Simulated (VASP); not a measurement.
# B12Ru (Fm-3m) in VASP: notebook

Runs on B12Ru. Level: PBE. Tasks: single point, relaxation of cell and atoms.

All numbers are computed with VASP 6.6.1; they aren't measurements. Logs are shortened: lines on timing, memory, paths and dates and some standing lists are left out, and cuts for length are marked.

## Step 1: The cell of the first run

It takes space group Fm-3m (No. 225, cubic). Conventional cell: a = 7.383 Å, b = 7.383 Å, c = 7.383 Å, α = 90.00°, β = 90.00°, γ = 90.00°. Within 2.2 Å of B (site symmetry mm2) lie 5 B at 1.66 to 1.78 Å. Ru (site symmetry m-3m) has 24 B at 2.74 Å within 3.6 Å.

## Step 2: Single point, PBE

Contents of INCAR:

```
SYSTEM = B12Ru
PREC = Accurate
ENCUT = 520
EDIFF = 1E-6
ISMEAR = 0
SIGMA = 0.1
LREAL = .False.
LASPH = .True.
NELM = 100
ALGO = Normal
ISIF = 2
LWAVE = .False.
LCHARG = .False.
GGA = PE
NBANDS = 37
```

Contents of KPOINTS:

```
regular mesh
0
Gamma
  10 10 10
  0 0 0
```

Contents of POSCAR:

```
B12Ru
1.0
    0.0000000000      3.6915273358      3.6915273358
    3.6915273358      0.0000000000      3.6915273358
    3.6915273358      3.6915273358      0.0000000000
B Ru
12 1
Direct
    0.5000000000      0.5000000000      0.8411088528
    0.1588911472      0.5000000000      0.8411088528
    0.5000000000      0.1588911472      0.8411088528
    0.1588911472      0.8411088528      0.5000000000
    0.5000000000      0.8411088528      0.5000000000
    0.5000000000      0.8411088528      0.1588911472
    0.8411088528      0.1588911472      0.5000000000
    0.8411088528      0.5000000000      0.1588911472
    0.8411088528      0.5000000000      0.5000000000
    0.5000000000      0.5000000000      0.1588911472
    0.5000000000      0.1588911472      0.5000000000
    0.1588911472      0.5000000000      0.5000000000
    0.0000000000      0.0000000000      0.0000000000
```

Potentials or basis: VASP PAW PBE potentials, release 64 (B, Ru_pv).

Launch:

```sh
$ cat potpaw_PBE.64/B/POTCAR potpaw_PBE.64/Ru_pv/POTCAR > POTCAR
$ mpirun -np 1 vasp_std > vasp.out
```

OUTCAR:

```text
SYSTEM = B12Ru
   PREC = Accurate
   ENCUT = 520
   EDIFF = 1E-6
   ISMEAR = 0
   LREAL = .False.
   LASPH = .True.
   NELM = 100
   ISIF = 2
   GGA = PE

 ion  position               nearest neighbor table
   1  0.500  0.500  0.841-  10 1.66   3 1.78   5 1.78   9 1.78   2 1.78  13 2.74  13 2.74
   2  0.159  0.500  0.841-   8 1.66   3 1.78   4 1.78   1 1.78  12 1.78  13 2.74  13 2.74
   3  0.500  0.159  0.841-   6 1.66   2 1.78   1 1.78   7 1.78  11 1.78  13 2.74  13 2.74
   4  0.159  0.841  0.500-   7 1.66   5 1.78   6 1.78   2 1.78  12 1.78  13 2.74  13 2.74
   5  0.500  0.841  0.500-  11 1.66   4 1.78   6 1.78   9 1.78   1 1.78  13 2.74  13 2.74
   6  0.500  0.841  0.159-   3 1.66   4 1.78   5 1.78   8 1.78  10 1.78  13 2.74  13 2.74
   7  0.841  0.159  0.500-   4 1.66   3 1.78   8 1.78   9 1.78  11 1.78  13 2.74  13 2.74
   8  0.841  0.500  0.159-   2 1.66   6 1.78   7 1.78   9 1.78  10 1.78  13 2.74  13 2.74
   9  0.841  0.500  0.500-  12 1.66   5 1.78   7 1.78   8 1.78   1 1.78  13 2.74  13 2.74
  10  0.500  0.500  0.159-   1 1.66   6 1.78   8 1.78  11 1.78  12 1.78  13 2.74  13 2.74
  11  0.500  0.159  0.500-   5 1.66   3 1.78   7 1.78  10 1.78  12 1.78  13 2.74  13 2.74
  12  0.159  0.500  0.500-   9 1.66   4 1.78   2 1.78  10 1.78  11 1.78  13 2.74  13 2.74
  13  0.000  0.000  0.000-   2 2.74   3 2.74   4 2.74   6 2.74   7 2.74   8 2.74   4 2.74   5 2.74
                             7 2.74   9 2.74  11 2.74  12 2.74   1 2.74   2 2.74   8 2.74   9 2.74

  LATTYP: Found a face centered cubic cell.
 ALAT       =     7.3830546716

  Lattice vectors:

 A1 = (   0.0000000000,   3.6915273358,   3.6915273358)
 A2 = (   3.6915273358,   0.0000000000,   3.6915273358)
 A3 = (   3.6915273358,   3.6915273358,   0.0000000000)

Analysis of symmetry for initial positions (statically):
=====================================================================
 Subroutine PRICEL returns:
 Original cell was already a primitive cell.

 Routine SETGRP: Setting up the symmetry group for a
 face centered cubic supercell.

 Subroutine GETGRP returns: Found 48 space group operations
 (whereof 48 operations were pure point group operations)
 out of a pool of 48 trial point group operations.

The static configuration has the point symmetry O_h .

Analysis of symmetry for dynamics (positions and initial velocities):
=====================================================================
 Subroutine PRICEL returns:
 Original cell was already a primitive cell.

 Routine SETGRP: Setting up the symmetry group for a
 face centered cubic supercell.

 Subroutine GETGRP returns: Found 48 space group operations
 (whereof 48 operations were pure point group operations)
 out of a pool of 48 trial point group operations.

The dynamic configuration has the point symmetry O_h .

 Subroutine INISYM returns: Found 48 space group operations
 (whereof 48 operations are pure point group operations),
 and found     1 'primitive' translations

----------------------------------------------------------------------------------------

                                     Primitive cell

  volume of cell :     100.6116

  direct lattice vectors                    reciprocal lattice vectors
     0.000000000  3.691527336  3.691527336    -0.135445293  0.135445293  0.135445293
     3.691527336  0.000000000  3.691527336     0.135445293 -0.135445293  0.135445293
     3.691527336  3.691527336  0.000000000     0.135445293  0.135445293 -0.135445293

  length of vectors
     5.220608024  5.220608024  5.220608024     0.234598128  0.234598128  0.234598128

  position of ions in fractional coordinates (direct lattice)
     0.500000000  0.500000000  0.841108853
     0.158891147  0.500000000  0.841108853
     0.500000000  0.158891147  0.841108853
     0.158891147  0.841108853  0.500000000
     0.500000000  0.841108853  0.500000000
     0.500000000  0.841108853  0.158891147
     0.841108853  0.158891147  0.500000000
     0.841108853  0.500000000  0.158891147
     0.841108853  0.500000000  0.500000000
     0.500000000  0.500000000  0.158891147
     0.500000000  0.158891147  0.500000000
     0.158891147  0.500000000  0.500000000
     0.000000000  0.000000000  0.000000000

  ion indices of the primitive-cell ions
   primitive index   ion index
                 1           1
                 2           2
                 3           3
                 4           4
                 5           5
                 6           6
                 7           7
                 8           8
                 9           9
                10          10
                11          11
                12          12
                13          13

----------------------------------------------------------------------------------------

 KPOINTS: regular mesh

Automatic generation of k-mesh.
 Grid dimensions read from file:
 generate k-points for:   10   10   10

 Generating k-lattice:

  Cartesian coordinates                     Fractional coordinates (reciprocal lattice)
    -0.013544529  0.013544529  0.013544529     0.100000000  0.000000000  0.000000000
     0.013544529 -0.013544529  0.013544529     0.000000000  0.100000000  0.000000000
     0.013544529  0.013544529 -0.013544529     0.000000000  0.000000000  0.100000000

  Length of vectors
     0.023459813  0.023459813  0.023459813

  Shift w.r.t. Gamma in fractional coordinates (k-lattice)
     0.000000000  0.000000000  0.000000000

 Subroutine IBZKPT returns following result:
 ===========================================

 Found     47 irreducible k-points:

 Following reciprocal coordinates:
            Coordinates               Weight
  0.000000  0.000000  0.000000      1.000000
  0.100000  0.000000  0.000000      8.000000
  0.200000  0.000000  0.000000      8.000000
  0.300000  0.000000  0.000000      8.000000
  0.400000  0.000000  0.000000      8.000000
  0.500000  0.000000  0.000000      4.000000
[... 16 lines left out ...]
  0.300000  0.300000  0.000000      6.000000
  0.400000  0.300000  0.000000     24.000000
 [... further k-points ...]
   k-points           NKPTS =     47   k-points in BZ     NKDIM =     47   number of bands    NBANDS=     37
   number of dos      NEDOS =    301   number of ions     NIONS =     13
   total plane-waves  NPLWV =  64000
   dimension x,y,z NGX =    40 NGY =   40 NGZ =   40
   dimension x,y,z NGXF=    80 NGYF=   80 NGZF=   80
   ions per type =              12   1
   NGX,Y,Z   is equivalent  to a cutoff of  12.74, 12.74, 12.74 a.u.
   NGXF,Y,Z  is equivalent  to a cutoff of  25.48, 25.48, 25.48 a.u.
 SYSTEM =  B12Ru
   PREC   = accura    normal or accurate (medium, high low for compatibility)
   ISTART =      0    job   : 0-new  1-cont  2-samecut
   ICHARG =      2    charge: 1-file 2-atom 10-const
   ISPIN  =      1    spin polarized calculation?
   LNONCOLLINEAR =      F non collinear calculations
   LSORBIT =      F    spin-orbit coupling
   LASPH  =      T    aspherical Exc in radial PAW
   ENCUT  =  520.0 eV  38.22 Ry    6.18 a.u.   9.71  9.71  9.71*2*pi/ulx,y,z
   NELM   =    100;   NELMIN=  2; NELMDL= -5     # of ELM steps
   EDIFF  = 0.1E-05   stopping-criterion for ELM
   LREAL  =      F    real-space projection
   EDIFFG = 0.1E-04   stopping-criterion for IOM
   NSW    =      0    number of steps for IOM
   IBRION =     -1    ionic relax: 0-MD 1-quasi-New 2-CG
   NFREE  =      0    steps in history (QN), initial steepest desc. (CG)
   ISIF   =      2    stress and relaxation
   ISYM   =      2    0-nonsym 1-usesym 2-fastsym
   POTIM  = 0.5000    time-step for ionic-motion
   TEBEG  =    0.0;   TEEND  =   0.0 temperature during run
   PSTRESS=    0.0 pullay stress
   NELECT =      50.0000    total number of electrons
   NUPDOWN=      -1.0000    fix difference up-down
   EMIN   =  10.00;   EMAX   =-10.00  energy-range for DOS
   EFERMI =   0.00;   METHOD = LEGACY
   ISMEAR =     0;   SIGMA  =   0.10  broadening in eV -4-tet -1-fermi 0-gaus
   EFERMI_NEDOS =   21; number of points for ismear=-14 and -15
   IALGO  =     38    algorithm
   IMIX   =      4    mixing-type and parameters
     AMIX     =   0.40;   BMIX     =  1.00
     AMIX_MAG =   1.60;   BMIX_MAG =  1.00
  volume/ion in A,a.u.               =       7.74        52.23
  Fermi-wavevector in a.u.,A,eV,Ry     =   1.296728  2.450460 22.878229  1.681502
  Thomas-Fermi vector in A             =   2.428165
   LORBIT       =      0    0 simple, 1 ext, 2 COOP (PROOUT), +10 PAW based schemes
   GGA     = PE    functional components
   LHFCALC =     F    Hartree Fock is set to
   AEXX    =    0.0000 exact exchange contribution
   IVDW    =     0    specifies the selected vdW correction
   LEPSILON=     F    determine dielectric tensor
   LRPA    =     F    only Hartree local field effects (RPA)
 non-spin polarized calculation
 Gauss-broadening in eV      SIGMA  =   0.10
  energy-cutoff  :      520.00
  volume of cell :      100.61
 maximum number of plane-waves:      2733
   NGX = 19   NGY = 19   NGZ = 19

 number of electron      49.9999994 magnetization

 Free energy of the ion-electron system (eV)
  ---------------------------------------------------
  ext. energy  EPLUGINS =         0.00000000
  ---------------------------------------------------
  free energy    TOTEN  =       -85.89171110 eV

  energy without entropy =      -85.86771806  energy(sigma->0) =      -85.87971458

 E-fermi :   6.8785     XC(G=0): -12.0278

 val. band max:        6.8772489979   @ k =   0.3000   0.2000   0.0000
 cond. band min:       6.8836299842   @ k =   0.4000   0.3000   0.1000
 fundamental gap:      0.0063809863
 Fermi energy:         6.8785224231

 k-point     1 :       0.0000    0.0000    0.0000
  band No.  band energies     occupation
      1     -35.8789      2.00000
      2     -35.8789      2.00000
      3     -35.8789      2.00000
      4      -8.3037      2.00000
      5      -3.0462      2.00000
      6      -3.0462      2.00000
[... 29 lines left out ...]
     36      12.7722      0.00000
     37      12.7722      0.00000
[... 918 lines left out ...]
     36      13.7108      0.00000
     37      14.3151      0.00000

 [... further k-points ...]
[... 5 lines left out ...]
  --------------------------------------------------------------------------------------
  -------------------------------------------------------------------------------------
  Total       -0.0142376     -0.0142376     -0.0142376      0.0000000     -0.0000000     -0.0000000
  in kB       -0.2267242     -0.2267242     -0.2267242      0.0000000     -0.0000000     -0.0000000
  external PRESSURE =      -0.2267242 kB  Pullay stress =       0.0000000 kB

 VOLUME and BASIS-vectors are now :
 -----------------------------------------------------------------------------
  energy-cutoff  :      520.00
  volume of cell :      100.61
      direct lattice vectors                 reciprocal lattice vectors
     0.000000000  3.691527336  3.691527336    -0.135445293  0.135445293  0.135445293
     3.691527336  0.000000000  3.691527336     0.135445293 -0.135445293  0.135445293
     3.691527336  3.691527336  0.000000000     0.135445293  0.135445293 -0.135445293

 POSITION                                       TOTAL-FORCE (eV/Angst)
 -----------------------------------------------------------------------------------
      4.95074      4.95074      3.69153         0.005616      0.005616      0.000000
      4.95074      3.69153      2.43231         0.005616     -0.000000     -0.005616
      3.69153      4.95074      2.43231        -0.000000      0.005616     -0.005616
      4.95074      2.43231      3.69153         0.005616     -0.005616      0.000000
      4.95074      3.69153      4.95074         0.005616     -0.000000      0.005616
      3.69153      2.43231      4.95074        -0.000000     -0.005616      0.005616
      2.43231      4.95074      3.69153        -0.005616      0.005616      0.000000
      2.43231      3.69153      4.95074        -0.005616     -0.000000      0.005616
      3.69153      4.95074      4.95074        -0.000000      0.005616      0.005616
      2.43231      2.43231      3.69153        -0.005616     -0.005616     -0.000000
      2.43231      3.69153      2.43231        -0.005616     -0.000000     -0.005616
      3.69153      2.43231      2.43231        -0.000000     -0.005616     -0.005616
      0.00000      0.00000      0.00000        -0.000000     -0.000000      0.000000
 -----------------------------------------------------------------------------------
    total drift:                                0.000000     -0.000000     -0.000000

  FREE ENERGIE OF THE ION-ELECTRON SYSTEM (eV)
  ---------------------------------------------------
  free  energy   TOTEN  =       -85.8917111016 eV

  energy  without entropy=      -85.8677180615  energy(sigma->0) =      -85.87971458
```

Wall time 79 s (1 thread of Intel Xeon 6975P-C (Granite Rapids), shared host); peak memory 0.32 GiB.

Results:

- Free energy: -85.8917 eV
- Pressure: 0.0 GPa
- Largest force: 0.008 eV/Å
- Band gap on the k mesh: zero (band 25 reaches 7.14 eV, above the bottom of band 26 at 6.67 eV)

Forces on the atoms (eV/Å):
```
B    0.006  0.006  0.000
B    0.006  0.000 -0.006
B    0.000  0.006 -0.006
B    0.006 -0.006  0.000
B    0.006  0.000  0.006
B    0.000 -0.006  0.006
B   -0.006  0.006  0.000
B   -0.006  0.000  0.006
B    0.000  0.006  0.006
B   -0.006 -0.006  0.000
B   -0.006  0.000 -0.006
B    0.000 -0.006 -0.006
Ru   0.000  0.000  0.000
```

## Step 3: Single point, PBE

Contents of INCAR:

```
ALGO     = Normal         # electronic algorithm
EDIFF    = 1E-6           # SCF threshold, eV
ENCUT    = 520            # plane-wave cutoff, eV
GGA      = PE             # functional
ISIF     = 2              # what is computed and relaxed
ISMEAR   = 0              # smearing method
LASPH    = True           # aspherical terms in the spheres
LCHARG   = False          # write CHGCAR
LREAL    = False          # projectors in reciprocal space
LWAVE    = False          # write WAVECAR
NBANDS   = 37             # bands
NELM     = 100            # most SCF steps
PREC     = Accurate       # precision mode
SIGMA    = 0.1            # smearing width, eV
```

Contents of KPOINTS:

```
k-points
0
Gamma
  10 10 10
```

POSCAR is that of step 2.

Potentials or basis: VASP PAW PBE potentials, release 64 (B, Ru_pv).

Launch:

```sh
$ cat potpaw_PBE.64/B/POTCAR potpaw_PBE.64/Ru_pv/POTCAR > POTCAR
$ mpirun -np 1 vasp_std > vasp.out
```

OUTCAR:

```text
EDIFF = 1E-6
   ENCUT = 520
   GGA = PE
   ISIF = 2
   ISMEAR = 0
   LASPH = True
   LREAL = False
   NELM = 100
   PREC = Accurate

 ion  position               nearest neighbor table
   1  0.500  0.500  0.841-  10 1.66   3 1.78   5 1.78   9 1.78   2 1.78  13 2.74  13 2.74
   2  0.159  0.500  0.841-   8 1.66   3 1.78   4 1.78   1 1.78  12 1.78  13 2.74  13 2.74
   3  0.500  0.159  0.841-   6 1.66   2 1.78   1 1.78   7 1.78  11 1.78  13 2.74  13 2.74
   4  0.159  0.841  0.500-   7 1.66   5 1.78   6 1.78   2 1.78  12 1.78  13 2.74  13 2.74
   5  0.500  0.841  0.500-  11 1.66   4 1.78   6 1.78   9 1.78   1 1.78  13 2.74  13 2.74
   6  0.500  0.841  0.159-   3 1.66   4 1.78   5 1.78   8 1.78  10 1.78  13 2.74  13 2.74
   7  0.841  0.159  0.500-   4 1.66   3 1.78   8 1.78   9 1.78  11 1.78  13 2.74  13 2.74
   8  0.841  0.500  0.159-   2 1.66   6 1.78   7 1.78   9 1.78  10 1.78  13 2.74  13 2.74
   9  0.841  0.500  0.500-  12 1.66   5 1.78   7 1.78   8 1.78   1 1.78  13 2.74  13 2.74
  10  0.500  0.500  0.159-   1 1.66   6 1.78   8 1.78  11 1.78  12 1.78  13 2.74  13 2.74
  11  0.500  0.159  0.500-   5 1.66   3 1.78   7 1.78  10 1.78  12 1.78  13 2.74  13 2.74
  12  0.159  0.500  0.500-   9 1.66   4 1.78   2 1.78  10 1.78  11 1.78  13 2.74  13 2.74
[... 1173 lines left out ...]
     37      14.3151      0.00000

 [... further k-points ...]
[... 5 lines left out ...]
  --------------------------------------------------------------------------------------
  -------------------------------------------------------------------------------------
  Total       -0.0142376     -0.0142376     -0.0142376      0.0000000     -0.0000000     -0.0000000
  in kB       -0.2267242     -0.2267242     -0.2267242      0.0000000     -0.0000000     -0.0000000
  external PRESSURE =      -0.2267242 kB  Pullay stress =       0.0000000 kB

 VOLUME and BASIS-vectors are now :
 -----------------------------------------------------------------------------
  energy-cutoff  :      520.00
  volume of cell :      100.61
      direct lattice vectors                 reciprocal lattice vectors
     0.000000000  3.691527336  3.691527336    -0.135445293  0.135445293  0.135445293
     3.691527336  0.000000000  3.691527336     0.135445293 -0.135445293  0.135445293
     3.691527336  3.691527336  0.000000000     0.135445293  0.135445293 -0.135445293

 POSITION                                       TOTAL-FORCE (eV/Angst)
 -----------------------------------------------------------------------------------
      4.95074      4.95074      3.69153         0.005616      0.005616      0.000000
      4.95074      3.69153      2.43231         0.005616     -0.000000     -0.005616
      3.69153      4.95074      2.43231        -0.000000      0.005616     -0.005616
      4.95074      2.43231      3.69153         0.005616     -0.005616      0.000000
      4.95074      3.69153      4.95074         0.005616     -0.000000      0.005616
      3.69153      2.43231      4.95074        -0.000000     -0.005616      0.005616
      2.43231      4.95074      3.69153        -0.005616      0.005616      0.000000
      2.43231      3.69153      4.95074        -0.005616     -0.000000      0.005616
      3.69153      4.95074      4.95074        -0.000000      0.005616      0.005616
      2.43231      2.43231      3.69153        -0.005616     -0.005616     -0.000000
      2.43231      3.69153      2.43231        -0.005616     -0.000000     -0.005616
      3.69153      2.43231      2.43231        -0.000000     -0.005616     -0.005616
      0.00000      0.00000      0.00000        -0.000000     -0.000000      0.000000
 -----------------------------------------------------------------------------------
    total drift:                                0.000000     -0.000000     -0.000000

  FREE ENERGIE OF THE ION-ELECTRON SYSTEM (eV)
  ---------------------------------------------------
  free  energy   TOTEN  =       -85.8917111016 eV

  energy  without entropy=      -85.8677180615  energy(sigma->0) =      -85.87971458
```

Wall time 86 s (1 thread of Intel Xeon 6975P-C (Granite Rapids), shared host); peak memory 0.31 GiB.

What came out:

```
Free energy            : -85.8917 eV
Pressure               : 0.0 GPa
Largest force          : 0.008 eV/Å
Band gap on the k mesh : zero (band 25 reaches 7.14 eV, above the bottom of band 26 at 6.67 eV)
```

Forces on the atoms (eV/Å):
```
B    0.006  0.006  0.000
B    0.006  0.000 -0.006
B    0.000  0.006 -0.006
B    0.006 -0.006  0.000
B    0.006  0.000  0.006
B    0.000 -0.006  0.006
B   -0.006  0.006  0.000
B   -0.006  0.000  0.006
B    0.000  0.006  0.006
B   -0.006 -0.006  0.000
B   -0.006  0.000 -0.006
B    0.000 -0.006 -0.006
Ru   0.000  0.000  0.000
```

(Part 1 of 2 ends here.)
